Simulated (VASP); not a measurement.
# ZrTi (Cmmm) in VASP: single point with LDA

Aim: the single point of ZrTi with LDA.

Program: VASP 6.6.1. These are calculated values, not measurements. Logs are shortened: lines on timing, memory, paths and dates and some standing lists are left out, and cuts for length are marked.

## Step 1: The cell of the first run

Symmetry: Cmmm, No. 65, orthorhombic system. The conventional cell has a = 4.318 Å, b = 4.483 Å, c = 4.198 Å, α = 90.00°, β = 90.00°, γ = 90.00°. Zr (site symmetry mmm) has 8 Ti at 3.01 to 3.07 Å and 4 Zr at 3.11 Å within 4.0 Å. Within 4.0 Å of Ti (site symmetry mmm) lie 8 Zr at 3.01 to 3.07 Å and 4 Ti at 3.11 Å.

## Step 2: Single point, LDA (strain +0.0375 x Voigt [0, 0, 0, 0, 0, 1])

INCAR reads:

```
PREC     = Accurate       # precision mode
ENCUT    = 520            # plane-wave cutoff, eV
EDIFF    = 1E-6           # SCF threshold, eV
ISMEAR   = 0              # smearing method
SIGMA    = 0.15           # smearing width, eV
LREAL    = F              # projectors in reciprocal space
LASPH    = T              # aspherical terms in the spheres
NELM     = 100            # most SCF steps
ALGO     = Normal         # electronic algorithm
ISIF     = 2              # what is computed and relaxed
LWAVE    = F              # write WAVECAR
LCHARG   = F              # write CHGCAR
NBANDS   = 19             # bands
```

KPOINTS reads:

```
regular mesh
0
Gamma
  16 16 12
```

POSCAR reads:

```
ZrTi
1.0
    3.1119350000      0.0583487812      0.0000000000
    0.0583487812      3.1119350000      0.0000000000
    0.0000000000      0.0000000000      4.1977650000
Zr Ti
1 1
Direct
    0.5000000000      0.5000000000      0.5000000000
    0.0000000000      0.0000000000      0.0000000000
```

Potentials or basis: VASP PAW LDA potentials, release 64 (Zr_sv, Ti_sv).

The run is started by

```bash
$ cat potpaw_LDA.64/Zr_sv/POTCAR potpaw_LDA.64/Ti_sv/POTCAR > POTCAR
$ mpirun -np 1 vasp_std > vasp.out
```

OUTCAR:

```text
PREC = Accurate
   ENCUT = 520
   EDIFF = 1E-6
   ISMEAR = 0
   LREAL = F
   LASPH = T
   NELM = 100
   ISIF = 2

 ion  position               nearest neighbor table
   1  0.500  0.500  0.500-   2 3.01   2 3.01   2 3.01   2 3.01   2 3.07   2 3.07   2 3.07   2 3.07

   2  0.000  0.000  0.000-   1 3.01   1 3.01   1 3.01   1 3.01   1 3.07   1 3.07   1 3.07   1 3.07

  LATTYP: Found a base centered orthorhombic cell.
 ALAT       =     4.3184230445
 B/A-ratio  =     1.0382165605
 C/A-ratio  =     0.9720596979

  Lattice vectors:

 A1 = (  -0.0583487812,  -3.1119350000,   0.0000000000)
 A2 = (   3.1119350000,   0.0583487812,   0.0000000000)
 A3 = (   0.0000000000,   0.0000000000,   4.1977650000)

Analysis of symmetry for initial positions (statically):
=====================================================================
 Subroutine PRICEL returns:
 Original cell was already a primitive cell.

 Routine SETGRP: Setting up the symmetry group for a
 base centered orthorhombic supercell.

 Subroutine GETGRP returns: Found  8 space group operations
 (whereof  8 operations were pure point group operations)
 out of a pool of  8 trial point group operations.

The static configuration has the point symmetry D_2h.

Analysis of symmetry for dynamics (positions and initial velocities):
=====================================================================
 Subroutine PRICEL returns:
 Original cell was already a primitive cell.

 Routine SETGRP: Setting up the symmetry group for a
 base centered orthorhombic supercell.

 Subroutine GETGRP returns: Found  8 space group operations
 (whereof  8 operations were pure point group operations)
 out of a pool of  8 trial point group operations.

The dynamic configuration has the point symmetry D_2h.

 Subroutine INISYM returns: Found  8 space group operations
 (whereof  8 operations are pure point group operations),
 and found     1 'primitive' translations

----------------------------------------------------------------------------------------

                                     Primitive cell

  volume of cell :      40.6374

  direct lattice vectors                    reciprocal lattice vectors
     3.111935000  0.058348781  0.000000000     0.321456485 -0.006027309  0.000000000
[... 75 lines left out ...]
   NGXF,Y,Z  is equivalent  to a cutoff of  25.64, 25.64, 25.35 a.u.
 SYSTEM =  unknown system
   PREC   = accura    normal or accurate (medium, high low for compatibility)
   ISTART =      0    job   : 0-new  1-cont  2-samecut
   ICHARG =      2    charge: 1-file 2-atom 10-const
   ISPIN  =      1    spin polarized calculation?
   LNONCOLLINEAR =      F non collinear calculations
   LSORBIT =      F    spin-orbit coupling
   LASPH  =      T    aspherical Exc in radial PAW
   ENCUT  =  520.0 eV  38.22 Ry    6.18 a.u.   5.79  5.79  7.81*2*pi/ulx,y,z
   NELM   =    100;   NELMIN=  2; NELMDL= -5     # of ELM steps
   EDIFF  = 0.1E-05   stopping-criterion for ELM
   LREAL  =      F    real-space projection
   EDIFFG = 0.1E-04   stopping-criterion for IOM
   NSW    =      0    number of steps for IOM
   IBRION =     -1    ionic relax: 0-MD 1-quasi-New 2-CG
   NFREE  =      0    steps in history (QN), initial steepest desc. (CG)
   ISIF   =      2    stress and relaxation
   ISYM   =      2    0-nonsym 1-usesym 2-fastsym
   POTIM  = 0.5000    time-step for ionic-motion
   TEBEG  =    0.0;   TEEND  =   0.0 temperature during run
   PSTRESS=    0.0 pullay stress
   NELECT =      24.0000    total number of electrons
   NUPDOWN=      -1.0000    fix difference up-down
   EMIN   =  10.00;   EMAX   =-10.00  energy-range for DOS
   EFERMI =   0.00;   METHOD = LEGACY
   ISMEAR =     0;   SIGMA  =   0.15  broadening in eV -4-tet -1-fermi 0-gaus
   EFERMI_NEDOS =   21; number of points for ismear=-14 and -15
   IALGO  =     38    algorithm
   IMIX   =      4    mixing-type and parameters
     AMIX     =   0.40;   BMIX     =  1.00
     AMIX_MAG =   1.60;   BMIX_MAG =  1.00
  volume/ion in A,a.u.               =      20.32       137.12
  Fermi-wavevector in a.u.,A,eV,Ry     =   1.373525  2.595585 25.668339  1.886570
  Thomas-Fermi vector in A             =   2.499034
   LORBIT       =      0    0 simple, 1 ext, 2 COOP (PROOUT), +10 PAW based schemes
   GGA     = CA    functional components
   LHFCALC =     F    Hartree Fock is set to
   AEXX    =    0.0000 exact exchange contribution
   IVDW    =     0    specifies the selected vdW correction
   LEPSILON=     F    determine dielectric tensor
   LRPA    =     F    only Hartree local field effects (RPA)
 non-spin polarized calculation
 Gauss-broadening in eV      SIGMA  =   0.15
  energy-cutoff  :      520.00
  volume of cell :       40.64
 maximum number of plane-waves:      1116
   NGX = 11   NGY = 11   NGZ = 15

 number of electron      24.0000000 magnetization

 Free energy of the ion-electron system (eV)
  ---------------------------------------------------
  ext. energy  EPLUGINS =         0.00000000
  ---------------------------------------------------
  free energy    TOTEN  =       -17.62495909 eV

  energy without entropy =      -17.58491856  energy(sigma->0) =      -17.60493883

 E-fermi :   8.3690     XC(G=0): -11.5049

 val. band max:        8.3684785333   @ k =   0.3125   0.2500   0.1667
 cond. band min:       8.3690737364   @ k =  -0.3750   0.2500   0.0000
 fundamental gap:      0.0005952031
 Fermi energy:         8.3690411392

 k-point     1 :       0.0000    0.0000    0.0000
  band No.  band energies     occupation
      1     -47.7726      2.00000
      2     -39.7504      2.00000
      3     -24.4352      2.00000
      4     -24.3120      2.00000
      5     -24.2822      2.00000
      6     -17.9321      2.00000
[... 505 lines left out ...]
      6     -17.9286      2.00000
[... 11 lines left out ...]
     18      13.0383      0.00000
     19      13.0719      0.00000

 [... further k-points ...]
[... 5 lines left out ...]
  --------------------------------------------------------------------------------------
  -------------------------------------------------------------------------------------
  Total       -1.8800594     -1.8800594     -1.8556245     -0.1548746      0.0000000      0.0000000
  in kB      -74.1234622    -74.1234622    -73.1600896     -6.1061059      0.0000000      0.0000000
  external PRESSURE =     -73.8023380 kB  Pullay stress =       0.0000000 kB

 VOLUME and BASIS-vectors are now :
 -----------------------------------------------------------------------------
  energy-cutoff  :      520.00
  volume of cell :       40.64
      direct lattice vectors                 reciprocal lattice vectors
     3.111935000  0.058348781  0.000000000     0.321456485 -0.006027309  0.000000000
     0.058348781  3.111935000  0.000000000    -0.006027309  0.321456485  0.000000000
     0.000000000  0.000000000  4.197765000     0.000000000  0.000000000  0.238222006

 POSITION                                       TOTAL-FORCE (eV/Angst)
 -----------------------------------------------------------------------------------
      1.58514      1.58514      2.09888         0.000000     -0.000000      0.000000
      0.00000      0.00000      0.00000        -0.000000      0.000000      0.000000
 -----------------------------------------------------------------------------------
    total drift:                                0.000000      0.000000     -0.000000

  FREE ENERGIE OF THE ION-ELECTRON SYSTEM (eV)
  ---------------------------------------------------
  free  energy   TOTEN  =       -17.6249590930 eV

  energy  without entropy=      -17.5849185609  energy(sigma->0) =      -17.60493883
```

stdout:

```text
POSCAR found type information on POSCAR ZrTi
 POSCAR found :  2 types and       2 ions
 scaLAPACK will be used
 LDA part: xc-table for (Slater(with rela. corr.)+CA(PZ))
 , standard interpolation
 POSCAR, INCAR and KPOINTS ok, starting setup
 FFT: planning ... GRIDC
 FFT: planning ... GRID_SOFT
 FFT: planning ... GRID
 WAVECAR not read
 entering main loop
```

Run time: 3.1 min. Hardware: 1 thread of Intel Xeon Platinum 8488C (Sapphire Rapids), shared host; peak memory 0.47 GiB.

What came out:

```yaml
Free_energy: -17.6250 eV
Pressure: -7.4 GPa
Band_gap_on_the_k_mesh: zero (band 12 reaches 9.05 eV, above the bottom of band 13 at 7.81 eV)
```

Caveat: the cell differs from its parent crystal (strain +0.0375 x Voigt [0, 0, 0, 0, 0, 1]).
